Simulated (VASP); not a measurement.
# W (Fm-3m) in VASP: a series of runs

W is run at these levels: PBE; tasks: single point.

Everything below comes from runs of VASP 6.6.1. Logs are shortened: lines on timing, memory, paths and dates and some standing lists are left out, and cuts for length are marked.

### Step 1. The cell of the first run

The structure is cubic, space group Fm-3m (No. 225). The conventional cell has a = 4.060 Å, b = 4.060 Å, c = 4.060 Å, α = 90.00°, β = 90.00°, γ = 90.00°. Within 3.8 Å of W (site symmetry m-3m) lie 12 W at 2.87 Å.

This isn't the form of W at room conditions, which is bcc.

### Step 2. Single point, PBE

POSCAR

```
W
1.0
    0.0000000000      2.0300000000      2.0300000000
    2.0300000000      0.0000000000      2.0300000000
    2.0300000000      2.0300000000      0.0000000000
W
1
Direct
    0.0000000000      0.0000000000      0.0000000000
```

INCAR.step1

```
GGA = PE
ISMEAR = 1
SIGMA = 0.1
LWAVE = F
LCHARG = T
NBANDS = 21
PREC = Accurate
LASPH = T
LREAL = F
ALGO = Normal
EDIFF = 1E-6
NELM = 120
GGA_COMPAT = F
ENCUT = 260
LMAXMIX = 4
```

KPOINTS.step1

```
k-points
0
Gamma
  13 13 13
```

INCAR.step2

```
GGA = PE
ISMEAR = -5
LWAVE = F
LCHARG = F
NBANDS = 21
PREC = Accurate
LASPH = T
LREAL = F
ALGO = Normal
EDIFF = 1E-6
NELM = 120
GGA_COMPAT = F
ENCUT = 260
LMAXMIX = 4
NEDOS = 2001
LORBIT = 11
EMIN = -6.7659
EMAX = 18.2341
ICHARG = 11
```

KPOINTS.step2

```
Automatic mesh
0
Gamma
  15 15 15
  0 0 0
```

Potentials or basis: VASP PAW PBE potentials, release 64 (W_sv).

On the command line:

```console
cat potpaw_PBE.64/W_sv/POTCAR > POTCAR
cp INCAR.step1 INCAR
cp KPOINTS.step1 KPOINTS
mpirun -np 1 vasp_std > vasp.out
cp INCAR.step2 INCAR
cp KPOINTS.step2 KPOINTS
mpirun -np 1 vasp_std > vasp.out
```

OUTCAR:

```text
GGA = PE
   ISMEAR = -5
   PREC = Accurate
   LASPH = T
   LREAL = F
   EDIFF = 1E-6
   NELM = 120
   ENCUT = 260
   LORBIT = 11
   EMIN = -6.7659
   ICHARG = 11

 Found    120 irreducible k-points:

 Following reciprocal coordinates:
            Coordinates               Weight
  0.000000  0.000000  0.000000      1.000000
  0.066667  0.000000  0.000000      8.000000
  0.133333  0.000000  0.000000      8.000000
  0.200000  0.000000  0.000000      8.000000
  0.266667  0.000000  0.000000      8.000000
  0.333333  0.000000  0.000000      8.000000
   k-points           NKPTS =    120   k-points in BZ     NKDIM =    120   number of bands    NBANDS=     21
   number of dos      NEDOS =   2001   number of ions     NIONS =      1
   total plane-waves  NPLWV =   4096
   dimension x,y,z NGX =    16 NGY =   16 NGZ =   16
   dimension x,y,z NGXF=    32 NGYF=   32 NGZF=   32
   ions per type =               1
   NGX,Y,Z   is equivalent  to a cutoff of   9.27,  9.27,  9.27 a.u.
   NGXF,Y,Z  is equivalent  to a cutoff of  18.53, 18.53, 18.53 a.u.
 SYSTEM =  unknown system
   PREC   = accura    normal or accurate (medium, high low for compatibility)
   ISTART =      0    job   : 0-new  1-cont  2-samecut
   ICHARG =     11    charge: 1-file 2-atom 10-const
   ISPIN  =      1    spin polarized calculation?
   LNONCOLLINEAR =      F non collinear calculations
   LSORBIT =      F    spin-orbit coupling
   LASPH  =      T    aspherical Exc in radial PAW
   ENCUT  =  260.0 eV  19.11 Ry    4.37 a.u.   3.77  3.77  3.77*2*pi/ulx,y,z
   NELM   =    120;   NELMIN=  2; NELMDL=  0     # of ELM steps
   EDIFF  = 0.1E-05   stopping-criterion for ELM
   LREAL  =      F    real-space projection
   EDIFFG = 0.1E-04   stopping-criterion for IOM
   NSW    =      0    number of steps for IOM
   IBRION =     -1    ionic relax: 0-MD 1-quasi-New 2-CG
   NFREE  =      0    steps in history (QN), initial steepest desc. (CG)
   ISIF   =      2    stress and relaxation
   ISYM   =      2    0-nonsym 1-usesym 2-fastsym
   POTIM  = 0.5000    time-step for ionic-motion
   TEBEG  =    0.0;   TEEND  =   0.0 temperature during run

   SCALEE = 1.0000    scale energy and forces
   PSTRESS=    0.0 pullay stress
   NELECT =      14.0000    total number of electrons
   NUPDOWN=      -1.0000    fix difference up-down
   EMIN   =  -6.77;   EMAX   = 18.23  energy-range for DOS
   EFERMI =   0.00;   METHOD = LEGACY
   ISMEAR =    -5;   SIGMA  =   0.20  broadening in eV -4-tet -1-fermi 0-gaus
   EFERMI_NEDOS =   21; number of points for ismear=-14 and -15
   IALGO  =     38    algorithm
   IMIX   =      4    mixing-type and parameters
     AMIX     =   0.40;   BMIX     =  1.00
     AMIX_MAG =   1.60;   BMIX_MAG =  1.00
  volume/ion in A,a.u.               =      16.73       112.91
  Fermi-wavevector in a.u.,A,eV,Ry     =   1.542688  2.915258 32.380324  2.379887
  Thomas-Fermi vector in A             =   2.648457
   LORBIT       =     11    0 simple, 1 ext, 2 COOP (PROOUT), +10 PAW based schemes
   GGA     = PE    functional components
   LHFCALC =     F    Hartree Fock is set to
   AEXX    =    0.0000 exact exchange contribution
   IVDW    =     0    specifies the selected vdW correction
   LEPSILON=     F    determine dielectric tensor
   LRPA    =     F    only Hartree local field effects (RPA)

   CSHIFT  =0.1000    complex shift for real part using Kramers Kronig

   OMEGAMAX=  -1.0    maximum frequency
 non-spin polarized calculation
 Fermi weights with tetrahedron method with Bloechl corrections
  energy-cutoff  :      260.00
  volume of cell :       16.73
 maximum number of plane-waves:       170

 number of electron      14.0000007 magnetization

 Free energy of the ion-electron system (eV)
  ---------------------------------------------------
  ext. energy  EPLUGINS =         0.00000000
  ---------------------------------------------------
  free energy    TOTEN  =       -12.46751697 eV

  energy without entropy =      -12.46751697  energy(sigma->0) =      -12.46751697

 E-fermi :  10.2277     XC(G=0): -13.3318

 val. band max:       10.2795728834   @ k =  -0.4667   0.3333   0.0000
 cond. band min:      10.1830394089   @ k =  -0.3333   0.1333   0.0000
 fundamental gap:     -0.0965334744
 Fermi energy:        10.2276784685

 k-point     1 :       0.0000    0.0000    0.0000
  band No.  band energies     occupation
      1     -63.4514      2.00000
      2     -27.1252      2.00000
      3     -27.1252      2.00000
      4     -27.1252      2.00000
      5       1.3308      2.00000
      6       9.6963      2.00000
      7       9.6963      2.00000
      8       9.6963      2.00000
      9      12.7371      0.00000
     10      12.7371      0.00000
     11      22.9870      0.00000
     12      28.1102      0.00000
     13      28.1102      0.00000
     14      28.1102      0.00000
     15      32.5580      0.00000
     16      43.6587      0.00000
     17      43.6587      0.00000
     18      43.6587      0.00000
     19      46.6760      0.00000

 k-point     2 :       0.0667    0.0000    0.0000
  band No.  band energies     occupation
      1     -63.4472      2.00000
      2     -27.1746      2.00000
      3     -27.1315      2.00000
      4     -27.1315      2.00000
      5       1.5216      2.00000
      6       9.5491      2.00000
      7       9.7850      2.00000
      8       9.7850      2.00000
      9      12.6569      0.00000
     10      12.6569      0.00000
     11      23.3694      0.00000
     12      27.2809      0.00000
     13      28.4674      0.00000
     14      28.4674      0.00000
     15      33.6415      0.00000
     16      41.5136      0.00000
     17      42.5395      0.00000
     18      42.5395      0.00000
     19      46.8193      0.00000

 k-point     3 :       0.1333    0.0000    0.0000
  band No.  band energies     occupation
      1     -63.4348      2.00000
      2     -27.3121      2.00000
      3     -27.1492      2.00000
      4     -27.1492      2.00000
      5       2.0647      2.00000
      6       9.1928      2.00000
      7       9.9987      2.00000
      8       9.9987      2.07200
      9      12.5047      0.00000
     10      12.5047      0.00000
     11      24.3121      0.00000
     12      25.9259      0.00000
     13      29.4924      0.00000
     14      29.4924      0.00000
     15      35.4881      0.00000
     16      38.6899      0.00000
     17      40.0583      0.00000
     18      40.0583      0.00000
     19      47.0011      0.00000

 k-point     4 :       0.2000    0.0000    0.0000
  band No.  band energies     occupation
      1     -63.4165      2.00000
      2     -27.5109      2.00000
      3     -27.1750      2.00000
      4     -27.1750      2.00000
      5       2.8633      2.00000
      6       8.8293      2.00000
      7      10.1591      2.00000
      8      10.1591      1.78702
      9      12.5329      0.00000
     10      12.5329      0.00000
     11      24.0606      0.00000
     12      26.1599      0.00000
     13      31.0616      0.00000
     14      31.0616      0.00000
     15      34.3054      0.00000
     16      37.1893      0.00000
     17      37.1893      0.00000
     18      39.6552      0.00000
     19      47.1152      0.00000

 k-point     5 :       0.2667    0.0000    0.0000
  band No.  band energies     occupation
      1     -63.3960      2.00000
      2     -27.7340      2.00000
      3     -27.2045      2.00000
      4     -27.2045      2.00000
      5       3.7219      2.00000
      6       8.7136      2.00000
      7      10.0835      2.00000
      8      10.0835      2.26668
      9      12.9757      0.00000
     10      12.9757      0.00000
     11      22.9109      0.00000
     12      26.8130      0.00000
     13      32.7437      0.00000
     14      32.9797      0.00000
     15      32.9797      0.00000
     16      34.4298      0.00000
     17      34.4298      0.00000
     18      42.7136      0.00000
     19      47.1154      0.00000

 k-point     6 :       0.3333    0.0000    0.0000
  band No.  band energies     occupation
      1     -63.3763      2.00000
      2     -27.9412      2.00000
      3     -27.2329      2.00000
      4     -27.2329      2.00000
      5       4.3599      2.00000
      6       9.0943      2.00000
      7       9.8523      2.00000
      8       9.8523      2.00000
      9      13.7365      0.00000
     10      13.7365      0.00000
     11      21.9028      0.00000
     12      25.5455      0.00000
     13      31.8324      0.00000
     14      31.8324      0.00000
     15      33.8097      0.00000
     16      35.3077      0.00000
     17      35.3077      0.00000
     18      46.0307      0.00000
     19      46.8888      0.00000

 [... further k-points ...]

 [bands above 19 left out]

------------------------ aborting loop because EDIFF is reached ----------------------------------------

  FORCE on cell =-STRESS in cart. coord.  units (eV):
  Direction    XX          YY          ZZ          XY          YZ          ZX
  --------------------------------------------------------------------------------------
  -------------------------------------------------------------------------------------
  Total       -0.5264328     -0.5264328     -0.5264328      0.0000000      0.0000000      0.0000000
  in kB      -50.4121695    -50.4121695    -50.4121695      0.0000000      0.0000000      0.0000000
  external PRESSURE =     -50.4121695 kB  Pullay stress =       0.0000000 kB

 VOLUME and BASIS-vectors are now :
 -----------------------------------------------------------------------------
  energy-cutoff  :      260.00
  volume of cell :       16.73
      direct lattice vectors                 reciprocal lattice vectors
     0.000000000  2.030000000  2.030000000    -0.246305419  0.246305419  0.246305419
     2.030000000  0.000000000  2.030000000     0.246305419 -0.246305419  0.246305419
     2.030000000  2.030000000  0.000000000     0.246305419  0.246305419 -0.246305419

 POSITION                                       TOTAL-FORCE (eV/Angst)
 -----------------------------------------------------------------------------------
      0.00000      0.00000      0.00000         0.000000      0.000000      0.000000
 -----------------------------------------------------------------------------------
    total drift:                                0.000000      0.000000      0.000000

  FREE ENERGIE OF THE ION-ELECTRON SYSTEM (eV)
  ---------------------------------------------------
  free  energy   TOTEN  =       -12.4675169706 eV

  energy  without entropy=      -12.4675169706  energy(sigma->0) =      -12.46751697

 total charge

# of ion       s       p       d       tot
------------------------------------------
    1        2.402   6.301   3.276  11.979
```

Wall time 5.6 s (1 thread of Intel Xeon 6975P-C (Granite Rapids), shared host); peak memory 0.12 GiB.

Results:

```yaml
Valence_electrons_inside_the_program's_atomic_spheres: W 11.98
Density_of_states_at_the_Fermi_level: 1.39 states/eV/atom
```

Levels at points of the mesh, in eV from the Fermi level:
```
           k point  band 4  band 5  band 6  band 7  band 8  band 9  band 10  band 11
(0.00, 0.00, 0.00)  -37.35   -8.90   -0.53   -0.53   -0.53    2.51     2.51    12.76
```

Caveat: the cutoff is under 1.25 times the usual one of these potentials, so pressure, stress and relaxed cells hold a basis-set (Pulay) error; spin-orbit coupling is left out, which moves the levels of the heavy elements; tetrahedron occupations give inexact forces and stress in metals.

### Step 3. Single point, PBE

POSCAR is that of step 2.

INCAR.step1: that of step 2 with these lines changed.

```diff
@@ -13,3 +13,3 @@
 GGA_COMPAT = F
-ENCUT = 260
+ENCUT = 450
 LMAXMIX = 4
```

KPOINTS.step1 is that of step 2.

INCAR.step2

```
GGA = PE
ISMEAR = -5
LWAVE = F
LCHARG = F
NBANDS = 21
PREC = Accurate
LASPH = T
LREAL = F
ALGO = Normal
EDIFF = 1E-6
NELM = 120
GGA_COMPAT = F
ENCUT = 450
LMAXMIX = 4
NEDOS = 4001
LORBIT = 11
EMIN = -6.7708
EMAX = 18.2292
ICHARG = 11
```

KPOINTS.step2

```
Automatic mesh
0
Gamma
  34 34 34
  0 0 0
```

Potentials or basis: VASP PAW PBE potentials, release 64 (W_sv).

On the command line:

```console
cat potpaw_PBE.64/W_sv/POTCAR > POTCAR
cp INCAR.step1 INCAR
cp KPOINTS.step1 KPOINTS
mpirun -np 1 vasp_std > vasp.out
cp INCAR.step2 INCAR
cp KPOINTS.step2 KPOINTS
mpirun -np 1 vasp_std > vasp.out
```

OUTCAR:

```text
GGA = PE
   ISMEAR = -5
   PREC = Accurate
   LASPH = T
   LREAL = F
   EDIFF = 1E-6
   NELM = 120
   ENCUT = 450
   LORBIT = 11
   EMIN = -6.7708
   ICHARG = 11

 ion  position               nearest neighbor table
   1  0.000  0.000  0.000-

  LATTYP: Found a face centered cubic cell.
 ALAT       =     4.0600000000

  Lattice vectors:

 A1 = (   0.0000000000,   2.0300000000,   2.0300000000)
 A2 = (   2.0300000000,   0.0000000000,   2.0300000000)
 A3 = (   2.0300000000,   2.0300000000,   0.0000000000)

Analysis of symmetry for initial positions (statically):
=====================================================================
 Subroutine PRICEL returns:
 Original cell was already a primitive cell.

 Routine SETGRP: Setting up the symmetry group for a
 face centered cubic supercell.

 Subroutine GETGRP returns: Found 48 space group operations
 (whereof 48 operations were pure point group operations)
 out of a pool of 48 trial point group operations.

The static configuration has the point symmetry O_h .

Analysis of symmetry for dynamics (positions and initial velocities):
=====================================================================
[... 166 lines left out ...]
 cond. band min:      10.2177171038   @ k =  -0.2647   0.0882   0.0000
 fundamental gap:      0.0080129102
 Fermi energy:        10.2162774745

 k-point     1 :       0.0000    0.0000    0.0000
  band No.  band energies     occupation
      1     -63.4891      2.00000
      2     -27.1429      2.00000
      3     -27.1429      2.00000
      4     -27.1429      2.00000
      5       1.3350      2.00000
      6       9.6903      2.00000
[... 505 lines left out ...]
      6       8.9571      2.00000
[... 11 lines left out ...]
     18      39.3765      0.00000
     19      45.7757      0.00000

 [... further k-points ...]

 [bands above 19 left out]

------------------------ aborting loop because EDIFF is reached ----------------------------------------

  FORCE on cell =-STRESS in cart. coord.  units (eV):
  Direction    XX          YY          ZZ          XY          YZ          ZX
  --------------------------------------------------------------------------------------
  -------------------------------------------------------------------------------------
  Total       -0.4317739     -0.4317739     -0.4317739     -0.0000000     -0.0000000     -0.0000000
  in kB      -41.3474620    -41.3474620    -41.3474620     -0.0000000     -0.0000000     -0.0000000
  external PRESSURE =     -41.3474620 kB  Pullay stress =       0.0000000 kB

 VOLUME and BASIS-vectors are now :
 -----------------------------------------------------------------------------
  energy-cutoff  :      450.00
  volume of cell :       16.73
      direct lattice vectors                 reciprocal lattice vectors
     0.000000000  2.030000000  2.030000000    -0.246305419  0.246305419  0.246305419
     2.030000000  0.000000000  2.030000000     0.246305419 -0.246305419  0.246305419
     2.030000000  2.030000000  0.000000000     0.246305419  0.246305419 -0.246305419

 POSITION                                       TOTAL-FORCE (eV/Angst)
 -----------------------------------------------------------------------------------
      0.00000      0.00000      0.00000        -0.000000      0.000000      0.000000
 -----------------------------------------------------------------------------------
    total drift:                                0.000000     -0.000000      0.000000

  FREE ENERGIE OF THE ION-ELECTRON SYSTEM (eV)
  ---------------------------------------------------
  free  energy   TOTEN  =       -12.4670854097 eV

  energy  without entropy=      -12.4670854097  energy(sigma->0) =      -12.46708541

 total charge

# of ion       s       p       d       tot
------------------------------------------
    1        2.402   6.302   3.284  11.987
```

OUTCAR.step1:

```text
GGA = PE
   ISMEAR = 1
   PREC = Accurate
   LASPH = T
   LREAL = F
   EDIFF = 1E-6
   NELM = 120
[... 750 lines left out ...]
 POSITION                                       TOTAL-FORCE (eV/Angst)
 -----------------------------------------------------------------------------------
      0.00000      0.00000      0.00000         0.000000      0.000000      0.000000
 -----------------------------------------------------------------------------------
    total drift:                                0.000000     -0.000000      0.000000

  FREE ENERGIE OF THE ION-ELECTRON SYSTEM (eV)
  ---------------------------------------------------
  free  energy   TOTEN  =       -12.4606588644 eV

  energy  without entropy=      -12.4600597509  energy(sigma->0) =      -12.46045916
```

Wall time 57 s (1 thread of Intel Xeon 6975P-C (Granite Rapids), shared host); peak memory 0.34 GiB.

Results:

```yaml
Valence_electrons_inside_the_program's_atomic_spheres: W 11.99
Density_of_states_at_the_Fermi_level: 1.41 states/eV/atom
```

Caveat: spin-orbit coupling is left out, which moves the levels of the heavy elements; tetrahedron occupations give inexact forces and stress in metals.
